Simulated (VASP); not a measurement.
# Cd4SeS3 (P-4m2) in VASP: further runs, part 2 of 2

VASP 6.6.1.

### 5 Relaxation of shape and atoms at fixed volume, PBE (25.29 Å³/atom)

This run uses another cell than the first one, of 25.29 Å³/atom.

INCAR reads:

```
SYSTEM = Cd4SeS3
PREC     = Accurate       ! precision mode
ENCUT    = 600            ! plane-wave cutoff, eV
EDIFF    = 1E-6           ! SCF threshold, eV
ISMEAR   = 0              ! smearing method
SIGMA    = 0.02           ! smearing width, eV
LREAL    = .FALSE.        ! projectors in reciprocal space
LASPH    = .TRUE.         ! aspherical terms in the spheres
NELM     = 100            ! most SCF steps
ALGO     = Normal         ! electronic algorithm
ISIF     = 4              ! what is computed and relaxed
LWAVE    = .FALSE.        ! write WAVECAR
LCHARG   = .FALSE.        ! write CHGCAR
GGA      = PE             ! functional
IBRION   = 2              ! ionic algorithm
NSW      = 50             ! ionic steps
EDIFFG   = -0.01          ! ionic threshold
```

KPOINTS reads:

```
Automatic mesh
0
G
  6 6 4
  0 0 0
```

POSCAR reads:

```
Cd4SeS3
1.0
    4.1544926936      0.0000000000      0.0000000000
    0.0000000000      4.1544926936      0.0000000000
    0.0000000000      0.0000000000     11.7215411649
Cd Se S
4 1 3
Direct
    0.5000000000      0.0000000000      0.6215952934
    0.0000000000      0.5000000000      0.8653813979
    0.5000000000      0.0000000000      0.1346186021
    0.0000000000      0.5000000000      0.3784047066
    0.0000000000      0.0000000000      0.0000000000
    0.5000000000      0.5000000000      0.2566205062
    0.0000000000      0.0000000000      0.5000000000
    0.5000000000      0.5000000000      0.7433794938
```

Potentials or basis: VASP PAW PBE potentials, release 64 (Cd, Se, S).

Command:

```
cat potpaw_PBE.64/Cd/POTCAR potpaw_PBE.64/Se/POTCAR potpaw_PBE.64/S/POTCAR > POTCAR
mpirun -np 1 vasp_std > vasp.out
```

OUTCAR:

```text
SYSTEM = Cd4SeS3
   PREC = Accurate
   ENCUT = 600
   EDIFF = 1E-6
   ISMEAR = 0
   LREAL = .FALSE.
   LASPH = .TRUE.
   NELM = 100
   ISIF = 4
   GGA = PE
   IBRION = 2
   NSW = 50
   EDIFFG = -0.01

 ion  position               nearest neighbor table
   1  0.500  0.000  0.622-   7 2.52   7 2.52   8 2.52   8 2.52
   2  0.000  0.500  0.865-   8 2.52   8 2.52   5 2.61   5 2.61
   3  0.500  0.000  0.135-   6 2.52   6 2.52   5 2.61   5 2.61
   4  0.000  0.500  0.378-   7 2.52   7 2.52   6 2.52   6 2.52
   5  0.000  0.000  0.000-   2 2.61   3 2.61   2 2.61   3 2.61
   6  0.500  0.500  0.257-   4 2.52   4 2.52   3 2.52   3 2.52
   7  0.000  0.000  0.500-   1 2.52   4 2.52   4 2.52   1 2.52
   8  0.500  0.500  0.743-   1 2.52   1 2.52   2 2.52   2 2.52

  LATTYP: Found a simple tetragonal cell.
 ALAT       =     4.1544926936
 C/A-ratio  =     2.8214133540

  Lattice vectors:

 A1 = (   4.1544926936,   0.0000000000,   0.0000000000)
 A2 = (   0.0000000000,   4.1544926936,   0.0000000000)
 A3 = (   0.0000000000,   0.0000000000,  11.7215411649)

Analysis of symmetry for initial positions (statically):
[... 186 lines left out ...]

 E-fermi :   1.4907     XC(G=0):  -9.1433

 val. band max:        1.3712620781   @ k =   0.0000   0.0000   0.0000
 cond. band min:       2.3496506994   @ k =   0.0000   0.0000   0.0000
 fundamental gap:      0.9783886212
 Fermi energy:         1.4907293622

 k-point     1 :       0.0000    0.0000    0.0000
  band No.  band energies     occupation
      1     -11.1792      2.00000
      2     -10.9016      2.00000
      3     -10.8946      2.00000
      4     -10.6229      2.00000
      5      -6.5147      2.00000
      6      -6.5147      2.00000
[... 1093 lines left out ...]
     42       7.5718      0.00000
     43       7.6107      0.00000

 [... further k-points ...]
[... 5 lines left out ...]
  --------------------------------------------------------------------------------------
  -------------------------------------------------------------------------------------
  Total        5.0537557      5.0537557      5.0490080      0.0000000      0.0000000      0.0000000
  in kB       40.0224906     40.0224906     39.9848921      0.0000000      0.0000000      0.0000000
  external PRESSURE =      40.0099577 kB  Pullay stress =       0.0000000 kB

 VOLUME and BASIS-vectors are now :
 -----------------------------------------------------------------------------
  energy-cutoff  :      600.00
  volume of cell :      202.31
      direct lattice vectors                 reciprocal lattice vectors
     4.154492694  0.000000000  0.000000000     0.240703276  0.000000000  0.000000000
     0.000000000  4.154492694  0.000000000     0.000000000  0.240703276  0.000000000
     0.000000000  0.000000000 11.721541165     0.000000000  0.000000000  0.085313014

 POSITION                                       TOTAL-FORCE (eV/Angst)
 -----------------------------------------------------------------------------------
      2.07725      0.00000      7.28605         0.000000     -0.000000      0.000230
      0.00000      2.07725     10.14360         0.000000     -0.000000     -0.006191
      2.07725      0.00000      1.57794        -0.000000     -0.000000      0.006191
      0.00000      2.07725      4.43549         0.000000     -0.000000     -0.000230
      0.00000      0.00000      0.00000         0.000000     -0.000000      0.000000
      2.07725      2.07725      3.00799         0.000000     -0.000000     -0.003708
      0.00000      0.00000      5.86077         0.000000     -0.000000      0.000000
      2.07725      2.07725      8.71355         0.000000      0.000000      0.003708
 -----------------------------------------------------------------------------------
    total drift:                                0.000000     -0.000000      0.000000

  FREE ENERGIE OF THE ION-ELECTRON SYSTEM (eV)
  ---------------------------------------------------
  free  energy   TOTEN  =       -23.7386385406 eV

  energy  without entropy=      -23.7386385406  energy(sigma->0) =      -23.73863854

 reached required accuracy - stopping structural energy minimisation
```

It took 10 min on 1 thread of Oxide Virtual Turin-like, shared host; peak memory 0.48 GiB.

What came out:

| Quantity | Value |
| --- | --- |
| Free energy | -23.7386 eV |
| Pressure after relaxing | 4.0 GPa |
| Largest force after relaxing | 0.006 eV/Å |
| Band gap on the k mesh | 0.98 eV |

Forces in eV/Å, atoms in the order of the input:
```
Cd   0.000  0.000  0.000
Cd   0.000  0.000 -0.006
Cd   0.000  0.000  0.006
Cd   0.000  0.000  0.000
Se   0.000  0.000  0.000
S    0.000  0.000 -0.004
S    0.000  0.000  0.000
S    0.000  0.000  0.004
```

Final structure:
```yaml
crystal:
  lattice:
    - [4.15449, 0.00000, 0.00000]
    - [0.00000, 4.15449, 0.00000]
    - [0.00000, 0.00000, 11.72154]
  atoms:
    - { symbol: Cd, position: [0.50000, 0.00000, 0.62160] }
    - { symbol: Cd, position: [0.00000, 0.50000, 0.86538] }
    - { symbol: Cd, position: [0.50000, 0.00000, 0.13462] }
    - { symbol: Cd, position: [0.00000, 0.50000, 0.37840] }
    - { symbol: Se, position: [0.00000, 0.00000, 0.00000] }
    - { symbol: S, position: [0.50000, 0.50000, 0.25662] }
    - { symbol: S, position: [0.00000, 0.00000, 0.50000] }
    - { symbol: S, position: [0.50000, 0.50000, 0.74338] }
```

Caveat: the relaxation stopped at its first step, so nothing moved.

### 6 Summary

| task | cell | cutoff (eV) | gap on the mesh (eV) | pressure (GPa) | largest force (eV/Å) |
| --- | --- | --- | --- | --- | --- |
| single point | a = 4.322, b = 4.322, c = 12.210 Å, 8 atoms | 520 | 0.71 | -2.4 | - |
| single point | a = 4.376, b = 4.376, c = 12.362 Å, 8 atoms | 520 | 0.63 | -3.7 | 0.01 |
| relaxation of shape and atoms at fixed volume | relaxed from a = 4.110, b = 4.110, c = 11.595 Å, 8 atoms | 600 | 1.05 | 6.4 | 0.01 |
| relaxation of shape and atoms at fixed volume | relaxed from a = 4.154, b = 4.154, c = 11.722 Å, 8 atoms | 600 | 0.98 | 4.0 | 0.01 |

Alike in all rows: level PBE; potentials or basis VASP PAW PBE potentials, release 64 (Cd, Se, S); no spin polarisation; k mesh 6 × 6 × 4; smearing gaussian 0.02 eV.

Caveats: the cell stands under tension (at least some runs); the relaxation stopped at its first step, so nothing moved (at least some runs).

Absolute energies hang on the potentials; compare differences alone.
